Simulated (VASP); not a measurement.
# Lu in VASP: notebook

Runs on Lu. Level: PBEsol. Tasks: relaxation of cell and atoms, single point.

All numbers are computed with VASP 6.6.1; they aren't measurements. Logs are shortened: lines on timing, memory, paths and dates and some standing lists are left out, and cuts for length are marked.

**1. The cell of the first run**

The structure is hexagonal, space group P6_3/mmc (No. 194). Conventional cell: a = 3.503 Å, b = 3.503 Å, c = 5.551 Å, α = 90.00°, β = 90.00°, γ = 120.00°. Lu (site symmetry -6m2) has 12 Lu at 3.43 to 3.50 Å within 4.5 Å.

**2. Relaxation of cell and atoms, PBEsol, target pressure 20 GPa, at which the enthalpy is minimised**

The input, INCAR:

```
PREC = Accurate
ENCUT = 600
EDIFF = 1E-7
ISMEAR = -1
SIGMA = 0.05
LREAL = F
LASPH = T
NELM = 100
ALGO = Normal
ISIF = 3
LWAVE = F
LCHARG = F
GGA = PS
IBRION = 2
NSW = 80
EDIFFG = -0.02
PSTRESS = 200.0
```

The input, KPOINTS:

```
regular mesh
0
Gamma
  9 9 5
```

The input, POSCAR:

```
Lu
1.0
    3.5031000000      0.0000000000      0.0000000000
   -1.7515500000      3.0337735920      0.0000000000
    0.0000000000      0.0000000000      5.5509000000
Lu
2
Direct
    0.6666666667      0.3333333333      0.7500000000
    0.3333333333      0.6666666667      0.2500000000
```

Potentials or basis: VASP PAW PBE potentials, release 64 (Lu).

Command:

```console
$ cat potpaw_PBE.64/Lu/POTCAR > POTCAR
$ mpirun -np 1 vasp_std > vasp.out
```

OUTCAR:

```text
PREC = Accurate
   ENCUT = 600
   EDIFF = 1E-7
   ISMEAR = -1
   LREAL = F
   LASPH = T
   NELM = 100
   ISIF = 3
   GGA = PS
   IBRION = 2
   NSW = 80
   EDIFFG = -0.02
   PSTRESS = 200.0

 ion  position               nearest neighbor table
   1  0.667  0.333  0.750-   2 3.43   2 3.43   2 3.43   2 3.43   2 3.43   2 3.43
   2  0.333  0.667  0.250-   1 3.43   1 3.43   1 3.43   1 3.43   1 3.43   1 3.43

  LATTYP: Found a hexagonal cell.
 ALAT       =     3.5031000000
 C/A-ratio  =     1.5845679541

  Lattice vectors:

 A1 = (   3.5031000000,   0.0000000000,   0.0000000000)
 A2 = (  -1.7515500000,   3.0337735920,   0.0000000000)
 A3 = (   0.0000000000,   0.0000000000,   5.5509000000)

Analysis of symmetry for initial positions (statically):
=====================================================================
 Subroutine PRICEL returns:
 Original cell was already a primitive cell.

 Routine SETGRP: Setting up the symmetry group for a
 hexagonal supercell.

 Subroutine GETGRP returns: Found 24 space group operations
 (whereof 12 operations were pure point group operations)
 out of a pool of 24 trial point group operations.

The static configuration has the point symmetry D_3d.
 The point group associated with its full space group is D_6h.

Analysis of symmetry for dynamics (positions and initial velocities):
=====================================================================
 Subroutine PRICEL returns:
 Original cell was already a primitive cell.

 Routine SETGRP: Setting up the symmetry group for a
 hexagonal supercell.

 Subroutine GETGRP returns: Found 24 space group operations
 (whereof 12 operations were pure point group operations)
 out of a pool of 24 trial point group operations.

The dynamic configuration has the point symmetry D_3d.
 The point group associated with its full space group is D_6h.

 Subroutine INISYM returns: Found 24 space group operations
 (whereof 12 operations are pure point group operations),
 and found     1 'primitive' translations

----------------------------------------------------------------------------------------

                                     Primitive cell

  volume of cell :      58.9928

  direct lattice vectors                    reciprocal lattice vectors
     3.503100000  0.000000000  0.000000000     0.285461448  0.164811244  0.000000000
    -1.751550000  3.033773592  0.000000000     0.000000000  0.329622488  0.000000000
     0.000000000  0.000000000  5.550900000     0.000000000  0.000000000  0.180150967

  length of vectors
     3.503100000  3.503100000  5.550900000     0.329622488  0.329622488  0.180150967

  position of ions in fractional coordinates (direct lattice)
     0.666666667  0.333333333  0.750000000
     0.333333333  0.666666667  0.250000000

  ion indices of the primitive-cell ions
   primitive index   ion index
                 1           1
                 2           2

----------------------------------------------------------------------------------------

 KPOINTS: regular mesh

Automatic generation of k-mesh.
 Grid dimensions read from file:
 generate k-points for:    9    9    5

 Generating k-lattice:

  Cartesian coordinates                     Fractional coordinates (reciprocal lattice)
     0.031717939  0.018312360  0.000000000     0.111111111 -0.000000000  0.000000000
     0.000000000  0.036624721  0.000000000     0.000000000  0.111111111  0.000000000
     0.000000000  0.000000000  0.036030193     0.000000000  0.000000000  0.200000000

  Length of vectors
     0.036624721  0.036624721  0.036030193

  Shift w.r.t. Gamma in fractional coordinates (k-lattice)
     0.000000000  0.000000000  0.000000000

 Subroutine IBZKPT returns following result:
 ===========================================

 Found     36 irreducible k-points:

 Following reciprocal coordinates:
            Coordinates               Weight
  0.000000  0.000000  0.000000      1.000000
  0.111111  0.000000  0.000000      6.000000
  0.222222 -0.000000  0.000000      6.000000
  0.333333  0.000000  0.000000      6.000000
[... 38 lines left out ...]
  Thomas-Fermi vector in A             =   2.654115
   LORBIT       =      0    0 simple, 1 ext, 2 COOP (PROOUT), +10 PAW based schemes
   GGA     = PS    functional components
   LHFCALC =     F    Hartree Fock is set to
   AEXX    =    0.0000 exact exchange contribution
   IVDW    =     0    specifies the selected vdW correction
   LEPSILON=     F    determine dielectric tensor
   LRPA    =     F    only Hartree local field effects (RPA)
 conjugate gradient relaxation of ions
 non-spin polarized calculation
  energy-cutoff  :      600.00
  volume of cell :       58.99
 maximum number of plane-waves:      1985
 NGX is ok and might be reduce to    28
   NGX = 13   NGY = 13   NGZ = 23

--------------------------------------- Ionic step        1  -------------------------------------------

 number of electron      50.0000005 magnetization

 Free energy of the ion-electron system (eV)
  ---------------------------------------------------
  ext. energy  EPLUGINS =         0.00000000
  ---------------------------------------------------
  free energy    TOTEN  =        -9.87779955 eV

  energy without entropy =       -9.84702282  energy(sigma->0) =       -9.86241118

 E-fermi :   2.0358     XC(G=0): -10.7123

 val. band max:        2.0220952256   @ k =   0.3333   0.1111   0.2000
 cond. band min:       2.0552312908   @ k =   0.3333   0.0000   0.4000
 fundamental gap:      0.0331360652
 Fermi energy:         2.0357987376

 k-point     1 :       0.0000    0.0000    0.0000
  band No.  band energies     occupation
      1     -54.1806      2.00000
      2     -54.1489      2.00000
      3     -25.0965      2.00000
      4     -24.6870      2.00000
      5     -24.6870      2.00000
      6     -24.6110      2.00000
[... 781 lines left out ...]
     29       4.6759      0.00000
     30       7.0292      0.00000

 [... further k-points ...]

------------------------ aborting loop because EDIFF is reached ----------------------------------------

  FORCE on cell =-STRESS in cart. coord.  units (eV):
  Direction    XX          YY          ZZ          XY          YZ          ZX
  --------------------------------------------------------------------------------------
  -------------------------------------------------------------------------------------
  Total       -0.9315191     -0.9315191     -1.3256154      0.0000000      0.0000000      0.0000000
  in kB      -25.2989933    -25.2989933    -36.0021990      0.0000000      0.0000000      0.0000000
  external PRESSURE =    -228.8667285 kB  Pullay stress =     200.0000000 kB
[... 175 lines left out ...]
  enthalpy is  TOTEN    =        -3.9609761622 eV   P V=        5.2721014074

--------------------------------------- Ionic step        6  -------------------------------------------

 number of electron      50.0000005 magnetization

 Free energy of the ion-electron system (eV)
  ---------------------------------------------------
  ext. energy  EPLUGINS =         0.00000000
  ---------------------------------------------------
  free energy    TOTEN  =        -9.24686607 eV

  energy without entropy =       -9.23053428  energy(sigma->0) =       -9.23870017

 E-fermi :   3.3977     XC(G=0): -12.4540

 val. band max:        3.3566980859   @ k =   0.4444  -0.0000   0.2000
 cond. band min:       3.4159195675   @ k =   0.2222   0.2222   0.4000
 fundamental gap:      0.0592214816
 Fermi energy:         3.3976964185

 k-point     1 :       0.0000    0.0000    0.0000
  band No.  band energies     occupation
      1     -52.2291      2.00000
      2     -52.0886      2.00000
      3     -23.7103      2.00000
      4     -22.5154      2.00000
      5     -22.5154      2.00000
      6     -22.3087      2.00000
[... 781 lines left out ...]
     29       6.8742      0.00000
     30       9.8887      0.00000

 [... further k-points ...]

------------------------ aborting loop because EDIFF is reached ----------------------------------------

  FORCE on cell =-STRESS in cart. coord.  units (eV):
  Direction    XX          YY          ZZ          XY          YZ          ZX
  --------------------------------------------------------------------------------------
  -------------------------------------------------------------------------------------
  Total        5.3019282      5.3019282      5.3223148      0.0000000      0.0000000      0.0000000
  in kB      200.6143676    200.6143676    201.3857538      0.0000000      0.0000000      0.0000000
  external PRESSURE =       0.8714963 kB  Pullay stress =     200.0000000 kB
[... 17 lines left out ...]
  FREE ENERGIE OF THE ION-ELECTRON SYSTEM (eV)
  ---------------------------------------------------
  free  energy   TOTEN  =        -9.2468660733 eV

  energy  without entropy=       -9.2305342764  energy(sigma->0) =       -9.23870017

  enthalpy is  TOTEN    =        -3.9611746144 eV   P V=        5.2856914589

 reached required accuracy - stopping structural energy minimisation
```

Run time: 19 min. Hardware: 1 thread of Intel Xeon 8259CL, shared host; peak memory 0.26 GiB.

What came out:

- Free energy: -9.2469 eV
- Relaxed volume: 21.17 Å³/atom
- Relaxed cell: a = 3.139 Å, b = 3.139 Å, c = 4.961 Å, α = 90.00°, β = 90.00°, γ = 120.00°
- Space group after relaxing (to 0.1 Å): P6_3/mmc (No. 194)
- Energy change on relaxing (the run minimises the enthalpy): +315.5 meV/atom
- Ionic steps: 6
- Pressure after relaxing: 20.1 GPa
- Band gap on the k mesh: zero (bands 25 and 26 overlap by 2.51 eV)

Step by step:
```tsv
step	energy change (eV)	largest force (eV/Å)	pressure (GPa)	volume (Å³)
1	0.0000	0.0000	-2.89	58.99
2	4.1959	0.0000	86.19	29.83
3	0.5168	0.0000	17.46	43.32
4	0.6084	0.0000	19.43	42.53
5	0.6447	0.0000	20.15	42.23
6	0.6309	0.0000	20.09	42.34
```

Final structure:
```
Lu
1.0
     3.13922    0.00000    0.00000
    -1.56961    2.71865    0.00000
     0.00000    0.00000    4.96143
Lu
2
Direct
  0.66667 0.33333 0.75000
  0.33333 0.66667 0.25000
```

Caveat: the cell is relaxed towards a set pressure, so the run minimises the enthalpy, not the energy; the volume moved by over 15 % at a fixed basis, so the end points are rough; the PAW data sets were made with another functional, which shifts forces and pressure a little; spin-orbit coupling is left out, which moves the levels of the heavy elements.

**3. Relaxation of cell and atoms, PBEsol, target pressure 30 GPa, at which the enthalpy is minimised**

The input, INCAR:

```
SYSTEM = Lu
PREC = Accurate ; ENCUT = 600
EDIFF = 1E-7 ; ISMEAR = -1
SIGMA = 0.05 ; LREAL = .False.
LASPH = .True. ; NELM = 100
ALGO = Normal ; ISIF = 3
LWAVE = .False. ; LCHARG = .False.
GGA = PS ; IBRION = 2
NSW = 80 ; EDIFFG = -0.02
PSTRESS = 300.0
```

The input, KPOINTS:

```
regular mesh
0
Gamma
  9 9 5
  0 0 0
```

POSCAR is that of step 2.

Potentials or basis: VASP PAW PBE potentials, release 64 (Lu).

Command:

```console
$ cat potpaw_PBE.64/Lu/POTCAR > POTCAR
$ mpirun -np 1 vasp_std > vasp.out
```

It took 33 min on 1 thread of Intel Xeon 8259CL, shared host; peak memory 0.27 GiB.

The run converged. Its results:

| Item | Value |
| --- | --- |
| Free energy | -8.7387 eV |
| Relaxed volume | 19.53 Å³/atom |
| Relaxed cell | a = 3.054 Å, b = 3.054 Å, c = 4.835 Å, α = 90.00°, β = 90.00°, γ = 120.00° |
| Space group after relaxing (to 0.1 Å) | P6_3/mmc (No. 194) |
| Energy change on relaxing (the run minimises the enthalpy) | +569.6 meV/atom |
| Ionic steps | 12 |
| Pressure after relaxing | 29.9 GPa |
| Band gap on the k mesh | zero (bands 25 and 26 overlap by 2.97 eV) |

Stress tensor (GPa, compression positive):
```
29.84  0.00  0.00
 0.00 29.84  0.00
 0.00  0.00 30.08
```

Step by step:
```
step  energy change (eV)  largest force (eV/Å)  pressure (GPa)  volume (Å³)
   1              0.0000                0.0000           -2.89        58.99
   2             12.9487                0.0000          273.62        20.93
   3              0.7447                0.0000           21.91        41.48
   4              0.9820                0.0000           26.99        39.93
   5              1.1284                0.0000           29.76        39.11
   6              1.1938                0.0000           31.13        38.77
   7              1.0654                0.0000           28.64        39.45
   8              1.1328                0.0000           29.89        39.09
   9              1.1340                0.0000           29.89        39.08
  10              1.1636                0.0000           30.50        38.92
  11              1.1353                0.0000           29.95        39.07
  12              1.1391                0.0000           29.92        39.05
```

Final structure:
```
CELL_PARAMETERS angstrom
3.05377 0.00000 0.00000
-1.52688 2.64464 0.00000
0.00000 0.00000 4.83534
ATOMIC_POSITIONS crystal
Lu 0.66667 0.33333 0.75000
Lu 0.33333 0.66667 0.25000
```

Levels at points of the mesh, in eV from the Fermi level:
```
           k point  band 21  band 22  band 23  band 24  band 25  band 26  band 27  band 28  band 29  band 30
(0.00, 0.00, 0.00)    -4.34    -4.29    -4.28    -3.25     2.46     2.46     2.55     2.92     3.59     3.59
```

Caveat: the cell is relaxed towards a set pressure, so the run minimises the enthalpy, not the energy; the volume moved by over 15 % at a fixed basis, so the end points are rough; the PAW data sets were made with another functional, which shifts forces and pressure a little; spin-orbit coupling is left out, which moves the levels of the heavy elements.

**4. Single point, PBEsol**

The input, INCAR:

```
SYSTEM = Lu
ALGO = Fast ; EDIFF = 1E-7
ENCUT = 520 ; GGA = PS
ISIF = 2 ; ISMEAR = 1
LASPH = .True. ; LCHARG = .True.
LELF = .True. ; LREAL = .False.
LVHAR = .True. ; LWAVE = .False.
NBANDS = 32 ; NELM = 80
PREC = Accurate ; SIGMA = 0.05
```

The input, KPOINTS:

```
k-points
0
Gamma
  8 8 5
  0 0 0
```

The input, POSCAR:

```
Lu
1.0
    3.5031000000      0.0000000000      0.0000000000
   -1.7515500000      3.0337735920      0.0000000000
    0.0000000000      0.0000000000      5.5509000000
Lu
2
Direct
    0.6687240000      0.3340780000      0.7522110000
    0.3321500000      0.6592670000      0.2488660000
```

Command:

```console
$ cat potpaw_PBE.64/Lu/POTCAR > POTCAR
$ mpirun -np 1 vasp_std > vasp.out
```

It took 8.3 min on 1 thread of Intel Xeon 6975P-C (Granite Rapids), shared host; peak memory 0.37 GiB.

Results (log left out):

```yaml
Free_energy: -9.8493 eV
Pressure: -3.0 GPa
Largest_force: 0.068 eV/Å
Band_gap_on_the_k_mesh: zero (bands 25 and 26 overlap by 1.42 eV)
```

Forces in eV/Å, atoms in the order of the input:
```
Lu   0.002 -0.010 -0.067
Lu  -0.002  0.010  0.067
```

Stress tensor (GPa, compression positive):
```
-2.80 -0.01  0.00
-0.01 -2.85  0.01
 0.00  0.01 -3.30
```

Levels at points of the mesh, in eV from the Fermi level:
```csv
k point,band 21,band 22,band 23,band 24,band 25,band 26,band 27,band 28,band 29,band 30
"(0.00, 0.00, 0.00)",-4.86,-4.85,-4.84,-2.41,0.58,2.18,2.21,2.47,2.87,2.91
"(0.50, 0.00, 0.00)",-4.86,-4.85,-2.30,-1.36,-0.80,-0.30,1.51,1.93,2.29,6.14
"(0.00, 0.50, 0.00)",-4.86,-4.84,-2.33,-1.35,-0.84,-0.30,1.60,1.91,2.33,6.17
"(0.50, 0.50, 0.00)",-4.86,-4.85,-2.29,-1.36,-0.79,-0.30,1.49,1.93,2.28,6.14
```

Caveat: the PAW data sets were made with another functional, which shifts forces and pressure a little; spin-orbit coupling is left out, which moves the levels of the heavy elements.

**5. Single point, PBEsol**

The input, INCAR:

```
PREC = Accurate
ENCUT = 520
EDIFF = 1E-6
ISMEAR = 1
SIGMA = 0.05
LREAL = False
LASPH = True
NELM = 100
ALGO = Fast
ISIF = 2
LWAVE = False
LCHARG = False
GGA = PS
NBANDS = 32
```

The input, KPOINTS:

```
Automatic mesh
0
Gamma
  10 10 6
```

POSCAR is that of step 4.

Command:

```console
$ cat potpaw_PBE.64/Lu/POTCAR > POTCAR
$ mpirun -np 1 vasp_std > vasp.out
```

Run time: 12 min. Hardware: 1 thread of Intel Xeon 6975P-C (Granite Rapids), shared host; peak memory 0.57 GiB.

It converged, with:

| Item | Value |
| --- | --- |
| Free energy | -9.8614 eV |
| Pressure | -2.7 GPa |
| Largest force | 0.087 eV/Å |
| Band gap on the k mesh | zero (bands 25 and 26 overlap by 1.66 eV) |

Forces in eV/Å, atoms in the order of the input:
```
Lu   0.005 -0.039 -0.077
Lu  -0.005  0.039  0.077
```

Stress tensor (GPa, compression positive):
```
-2.03 -0.01  0.00
-0.01 -2.20  0.00
 0.00  0.00 -3.88
```

Levels at points of the mesh, in eV from the Fermi level:
| k point | band 21 | band 22 | band 23 | band 24 | band 25 | band 26 | band 27 | band 28 | band 29 | band 30 |
| --- | --- | --- | --- | --- | --- | --- | --- | --- | --- | --- |
| (0.00, 0.00, 0.00) | -4.87 | -4.85 | -4.85 | -2.42 | 0.56 | 2.18 | 2.20 | 2.46 | 2.86 | 2.90 |
| (0.50, 0.00, 0.00) | -4.87 | -4.86 | -2.31 | -1.37 | -0.81 | -0.31 | 1.49 | 1.91 | 2.28 | 6.15 |
| (0.00, 0.50, 0.00) | -4.87 | -4.86 | -2.35 | -1.36 | -0.86 | -0.32 | 1.58 | 1.89 | 2.32 | 6.19 |
| (0.50, 0.50, 0.00) | -4.87 | -4.86 | -2.31 | -1.37 | -0.81 | -0.31 | 1.48 | 1.91 | 2.27 | 6.13 |
| (0.00, 0.00, 0.50) | -4.85 | -4.85 | -4.39 | -4.36 | 1.08 | 1.20 | 2.10 | 2.11 | 2.12 | 2.13 |
| (0.50, 0.00, 0.50) | -4.88 | -4.88 | -2.08 | -2.08 | 0.09 | 0.10 | 1.31 | 1.36 | 3.33 | 3.40 |
| (0.00, 0.50, 0.50) | -4.88 | -4.88 | -2.07 | -2.07 | 0.05 | 0.07 | 1.34 | 1.39 | 3.32 | 3.40 |
| (0.50, 0.50, 0.50) | -4.88 | -4.88 | -2.09 | -2.09 | 0.09 | 0.11 | 1.31 | 1.35 | 3.33 | 3.41 |

Caveat: the PAW data sets were made with another functional, which shifts forces and pressure a little; spin-orbit coupling is left out, which moves the levels of the heavy elements.

**6. The runs side by side**

| task | cell | k mesh | cutoff (eV) | smearing | gap on the mesh (eV) | pressure (GPa) | largest force (eV/Å) |
| --- | --- | --- | --- | --- | --- | --- | --- |
| relaxation of cell and atoms | relaxed to 20 GPa, atomic positions A | 9 × 9 × 5 | 600 | fermi-dirac 0.05 eV | none | 20.1 | - |
| relaxation of cell and atoms | relaxed to 30 GPa, atomic positions A | 9 × 9 × 5 | 600 | fermi-dirac 0.05 eV | none | 29.9 | - |
| single point | as given, atomic positions B | 8 × 8 × 5 | 520 | methfessel-paxton 0.05 eV | none | -3.0 | 0.07 |
| single point | as given, atomic positions B | 10 × 10 × 6 | 520 | methfessel-paxton 0.05 eV | none | -2.7 | 0.09 |

Alike in all rows: level PBEsol; potentials or basis VASP PAW PBE potentials, release 64 (Lu); no spin polarisation.

Caveats: the PAW data sets were made with another functional, which shifts forces and pressure a little; spin-orbit coupling is left out, which moves the levels of the heavy elements; the cell is relaxed towards a set pressure, so the run minimises the enthalpy, not the energy (at least some runs); the volume moved by over 15 % at a fixed basis, so the end points are rough (at least some runs).

Total energies depend on the potentials used, so only differences within one code and one set of settings carry meaning.
